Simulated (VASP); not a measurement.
# NbTe (CsCl type) (Pm-3m) in VASP: a series of runs

The runs below take NbTe (CsCl type) through single point, with PBEsol.

All numbers are computed with VASP 6.6.1; they aren't measurements. Logs are shortened: lines on timing, memory, paths and dates and some standing lists are left out, and cuts for length are marked.

## (1) The cell of the first run

Symmetry: Pm-3m, No. 221, cubic system. Conventional cell: a = 3.194 Å, b = 3.194 Å, c = 3.194 Å, α = 90.00°, β = 90.00°, γ = 90.00°. Within 3.6 Å of Nb (site symmetry m-3m) lie 8 Te at 2.77 Å and 6 Nb at 3.19 Å. Te (site symmetry m-3m) has 8 Nb at 2.77 Å and 6 Te at 3.19 Å within 3.6 Å.

## (2) Single point, PBEsol (volume scaled by 0.84)

File INCAR:

```
SYSTEM = NbTe
PREC = Accurate
ENCUT = 520
EDIFF = 1E-6
ISMEAR = -1
SIGMA = 0.1
LREAL = .False.
LASPH = .True.
NELM = 60
ALGO = Normal
ISIF = 2
LWAVE = .False.
LCHARG = .True.
GGA = PS
LELF = .True.
LVHAR = .True.
NBANDS = 16
```

File KPOINTS:

```
regular mesh
0
Gamma
  12 12 12
  0 0 0
```

File POSCAR:

```
NbTe
1.0
    3.1937392914      0.0000000000      0.0000000000
    0.0000000000      3.1937392914      0.0000000000
    0.0000000000      0.0000000000      3.1937392914
Nb Te
1 1
Direct
    0.0000000000      0.0000000000      0.0000000000
    0.5000000000      0.5000000000      0.5000000000
```

Potentials or basis: VASP PAW PBE potentials, release 64 (Nb_sv, Te).

Launch:

```console
$ cat potpaw_PBE.64/Nb_sv/POTCAR potpaw_PBE.64/Te/POTCAR > POTCAR
$ mpirun -np 1 vasp_std > vasp.out
```

OUTCAR:

```text
SYSTEM = NbTe
   PREC = Accurate
   ENCUT = 520
   EDIFF = 1E-6
   ISMEAR = -1
   LREAL = .False.
   LASPH = .True.
   NELM = 60
   ISIF = 2
   GGA = PS

 ion  position               nearest neighbor table
   1  0.000  0.000  0.000-   2 2.77   2 2.77   2 2.77   2 2.77   2 2.77   2 2.77   2 2.77   2 2.77

   2  0.500  0.500  0.500-   1 2.77   1 2.77   1 2.77   1 2.77   1 2.77   1 2.77   1 2.77   1 2.77

  LATTYP: Found a simple cubic cell.
 ALAT       =     3.1937392914

  Lattice vectors:

 A1 = (   3.1937392914,   0.0000000000,   0.0000000000)
 A2 = (   0.0000000000,   3.1937392914,   0.0000000000)
 A3 = (   0.0000000000,   0.0000000000,   3.1937392914)

Analysis of symmetry for initial positions (statically):
=====================================================================
 Subroutine PRICEL returns:
 Original cell was already a primitive cell.

 Routine SETGRP: Setting up the symmetry group for a
 simple cubic supercell.

 Subroutine GETGRP returns: Found 48 space group operations
 (whereof 48 operations were pure point group operations)
 out of a pool of 48 trial point group operations.

The static configuration has the point symmetry O_h .

Analysis of symmetry for dynamics (positions and initial velocities):
=====================================================================
 Subroutine PRICEL returns:
 Original cell was already a primitive cell.

 Routine SETGRP: Setting up the symmetry group for a
 simple cubic supercell.

 Subroutine GETGRP returns: Found 48 space group operations
 (whereof 48 operations were pure point group operations)
 out of a pool of 48 trial point group operations.

The dynamic configuration has the point symmetry O_h .

 Subroutine INISYM returns: Found 48 space group operations
 (whereof 48 operations are pure point group operations),
 and found     1 'primitive' translations

----------------------------------------------------------------------------------------

                                     Primitive cell

  volume of cell :      32.5760

  direct lattice vectors                    reciprocal lattice vectors
     3.193739291  0.000000000  0.000000000     0.313112596  0.000000000  0.000000000
     0.000000000  3.193739291  0.000000000     0.000000000  0.313112596  0.000000000
     0.000000000  0.000000000  3.193739291     0.000000000  0.000000000  0.313112596

  length of vectors
     3.193739291  3.193739291  3.193739291     0.313112596  0.313112596  0.313112596

[... 74 lines left out ...]
   ISPIN  =      1    spin polarized calculation?
   LNONCOLLINEAR =      F non collinear calculations
   LSORBIT =      F    spin-orbit coupling
   LASPH  =      T    aspherical Exc in radial PAW
   ENCUT  =  520.0 eV  38.22 Ry    6.18 a.u.   5.94  5.94  5.94*2*pi/ulx,y,z
   NELM   =     60;   NELMIN=  2; NELMDL= -5     # of ELM steps
   EDIFF  = 0.1E-05   stopping-criterion for ELM
   LREAL  =      F    real-space projection
   EDIFFG = 0.1E-04   stopping-criterion for IOM
   NSW    =      0    number of steps for IOM
   IBRION =     -1    ionic relax: 0-MD 1-quasi-New 2-CG
   NFREE  =      0    steps in history (QN), initial steepest desc. (CG)
   ISIF   =      2    stress and relaxation
   ISYM   =      2    0-nonsym 1-usesym 2-fastsym
   POTIM  = 0.5000    time-step for ionic-motion
   TEBEG  =    0.0;   TEEND  =   0.0 temperature during run
   PSTRESS=    0.0 pullay stress
   NELECT =      19.0000    total number of electrons
   NUPDOWN=      -1.0000    fix difference up-down
   EMIN   =  10.00;   EMAX   =-10.00  energy-range for DOS
   EFERMI =   0.00;   METHOD = LEGACY
   ISMEAR =    -1;   SIGMA  =   0.10  broadening in eV -4-tet -1-fermi 0-gaus
   EFERMI_NEDOS =   21; number of points for ismear=-14 and -15
   IALGO  =     38    algorithm
   IMIX   =      4    mixing-type and parameters
     AMIX     =   0.40;   BMIX     =  1.00
     AMIX_MAG =   1.60;   BMIX_MAG =  1.00
  volume/ion in A,a.u.               =      16.29       109.92
  Fermi-wavevector in a.u.,A,eV,Ry     =   1.367813  2.584791 25.455290  1.870911
  Thomas-Fermi vector in A             =   2.493832
   LORBIT       =      0    0 simple, 1 ext, 2 COOP (PROOUT), +10 PAW based schemes
   GGA     = PS    functional components
   LHFCALC =     F    Hartree Fock is set to
   AEXX    =    0.0000 exact exchange contribution
   IVDW    =     0    specifies the selected vdW correction
   LEPSILON=     F    determine dielectric tensor
   LRPA    =     F    only Hartree local field effects (RPA)
 non-spin polarized calculation
  energy-cutoff  :      520.00
  volume of cell :       32.58
 maximum number of plane-waves:       912
 NGX is ok and might be reduce to    24
   NGX = 11   NGY = 11   NGZ = 11

 number of electron      19.0000001 magnetization

 Free energy of the ion-electron system (eV)
  ---------------------------------------------------
  ext. energy  EPLUGINS =         0.00000000
  ---------------------------------------------------
  free energy    TOTEN  =       -14.21553110 eV

  energy without entropy =      -14.15527065  energy(sigma->0) =      -14.18540087

 E-fermi :  15.3642     XC(G=0): -12.9771

 val. band max:       15.3408614357   @ k =   0.5000   0.5000   0.3333
 cond. band min:      15.3661666291   @ k =   0.4167   0.3333   0.3333
 fundamental gap:      0.0253051934
 Fermi energy:        15.3642026107

 k-point     1 :       0.0000    0.0000    0.0000
  band No.  band energies     occupation
      1     -39.3779      2.00000
      2     -15.4508      2.00000
      3     -15.4508      2.00000
      4     -15.4508      2.00000
      5      -0.5225      2.00000
      6      11.7628      2.00000
[... 433 lines left out ...]
      3     -15.7236      2.00000
      4     -15.3743      2.00000
      5       2.2174      2.00000
      6       8.2384      2.00000
[... 8 lines left out ...]
     15      23.4643      0.00000
     16      26.1936      0.00000

 [... further k-points ...]
[... 5 lines left out ...]
  --------------------------------------------------------------------------------------
  -------------------------------------------------------------------------------------
  Total        7.7554779      7.7554779      7.7554779     -0.0000000     -0.0000000      0.0000000
  in kB      381.4351947    381.4351947    381.4351947     -0.0000000     -0.0000000      0.0000000
  external PRESSURE =     381.4351947 kB  Pullay stress =       0.0000000 kB

 VOLUME and BASIS-vectors are now :
 -----------------------------------------------------------------------------
  energy-cutoff  :      520.00
  volume of cell :       32.58
      direct lattice vectors                 reciprocal lattice vectors
     3.193739291  0.000000000  0.000000000     0.313112596  0.000000000  0.000000000
     0.000000000  3.193739291  0.000000000     0.000000000  0.313112596  0.000000000
     0.000000000  0.000000000  3.193739291     0.000000000  0.000000000  0.313112596

 POSITION                                       TOTAL-FORCE (eV/Angst)
 -----------------------------------------------------------------------------------
      0.00000      0.00000      0.00000         0.000000      0.000000      0.000000
      1.59687      1.59687      1.59687         0.000000      0.000000      0.000000
 -----------------------------------------------------------------------------------
    total drift:                               -0.000000      0.000000      0.000000

  FREE ENERGIE OF THE ION-ELECTRON SYSTEM (eV)
  ---------------------------------------------------
  free  energy   TOTEN  =       -14.2155310996 eV

  energy  without entropy=      -14.1552706491  energy(sigma->0) =      -14.18540087
```

OSZICAR:

```text
N       E                     dE             d eps       ncg     rms          rms(c)
DAV:   1     0.157257346444E+03    0.15726E+03   -0.95285E+03  2688   0.113E+03
DAV:   2    -0.757687235348E+01   -0.16483E+03   -0.15875E+03  3416   0.378E+02
DAV:   3    -0.142919029652E+02   -0.67150E+01   -0.65839E+01  4048   0.651E+01
DAV:   4    -0.145500481186E+02   -0.25815E+00   -0.25771E+00  3560   0.128E+01
DAV:   5    -0.145575856459E+02   -0.75375E-02   -0.75364E-02  4088   0.213E+00    0.120E+01
DAV:   6    -0.142569590161E+02    0.30063E+00   -0.76916E-01  4144   0.857E+00    0.607E+00
DAV:   7    -0.142210952009E+02    0.35864E-01   -0.69873E-02  3552   0.200E+00    0.225E+00
DAV:   8    -0.142156117490E+02    0.54835E-02   -0.17210E-02  4304   0.944E-01    0.316E-01
DAV:   9    -0.142155235262E+02    0.88223E-04   -0.75686E-04  3320   0.255E-01    0.147E-01
DAV:  10    -0.142155327652E+02   -0.92390E-05   -0.22542E-04  3672   0.160E-01    0.182E-02
DAV:  11    -0.142155315671E+02    0.11981E-05   -0.10195E-05  3840   0.340E-02    0.821E-03
DAV:  12    -0.142155310996E+02    0.46748E-06   -0.27224E-07  2296   0.687E-03
   1 F= -.14215531E+02 E0= -.14185401E+02  d E =-.602605E-01
```

stdout:

```text
POSCAR found type information on POSCAR NbTe
 POSCAR found :  2 types and       2 ions
 scaLAPACK will be used
 -----------------------------------------------------------------------------
|                                                                             |
|                                                                             |
|     You enforced a specific xc type in the INCAR file but a different       |
|     I HOPE YOU KNOW WHAT YOU ARE DOING!                                     |
|                                                                             |
 -----------------------------------------------------------------------------

 LDA part: xc-table for (Slater+PW92), standard interpolation
 POSCAR, INCAR and KPOINTS ok, starting setup
 FFT: planning ... GRIDC
 FFT: planning ... GRID_SOFT
 FFT: planning ... GRID
 WAVECAR not read
 entering main loop
```

Wall time 44 s (1 thread of AMD EPYC 7R43 (Zen 3), shared host); peak memory 0.13 GiB.

What came out:

* Free energy: -14.2155 eV
* Pressure: 38.1 GPa

Caveat: the PAW data sets were made with another functional, which shifts forces and pressure a little; spin-orbit coupling is left out, which moves the levels of the heavy elements.

## (3) Single point, PBEsol (volume scaled by 0.92)

File INCAR:

```
ALGO     = Normal         # electronic algorithm
EDIFF    = 1E-7           # SCF threshold, eV
ENCUT    = 520            # plane-wave cutoff, eV
GGA      = PS             # functional
ISIF     = 2              # what is computed and relaxed
ISMEAR   = -1             # smearing method
LASPH    = True           # aspherical terms in the spheres
LCHARG   = True           # write CHGCAR
LELF     = True           # ELF
LREAL    = False          # projectors in reciprocal space
LVHAR    = True         
LWAVE    = False          # write WAVECAR
NBANDS   = 16             # bands
NELM     = 80             # most SCF steps
PREC     = Accurate       # precision mode
SIGMA    = 0.1            # smearing width, eV
```

File KPOINTS:

```
k-points
0
Gamma
  12 12 12
```

File POSCAR:

```
NbTe
1.0
    3.2920693475      0.0000000000      0.0000000000
    0.0000000000      3.2920693475      0.0000000000
    0.0000000000      0.0000000000      3.2920693475
Nb Te
1 1
Direct
    0.0000000000      0.0000000000      0.0000000000
    0.5000000000      0.5000000000      0.5000000000
```

Potentials or basis: VASP PAW PBE potentials, release 64 (Nb_sv, Te).

Launch:

```console
$ cat potpaw_PBE.64/Nb_sv/POTCAR potpaw_PBE.64/Te/POTCAR > POTCAR
$ mpirun -np 1 vasp_std > vasp.out
```

It took 62 s on 1 thread of AMD EPYC 7R43 (Zen 3), shared host; peak memory 0.14 GiB.

Results (log left out):

```yaml
Free_energy: -14.7123 eV
Pressure: 14.8 GPa
```

Levels at points of the mesh, in eV from the Fermi level:
```tsv
k point	band 7	band 8	band 9	band 10	band 11	band 12	band 13	band 14
(0.00, 0.00, 0.00)	-3.17	-1.07	-1.07	-1.07	1.25	1.25	1.25	4.98
(0.50, 0.00, 0.00)	-3.10	-3.10	-2.31	1.41	2.77	4.36	5.84	5.84
(0.50, 0.50, 0.00)	-5.96	-2.96	-0.46	-0.46	0.99	1.80	3.02	4.83
(0.50, 0.50, 0.50)	-7.22	-7.22	2.31	2.31	2.31	3.16	3.16	5.80
```

Caveat: the PAW data sets were made with another functional, which shifts forces and pressure a little; spin-orbit coupling is left out, which moves the levels of the heavy elements.
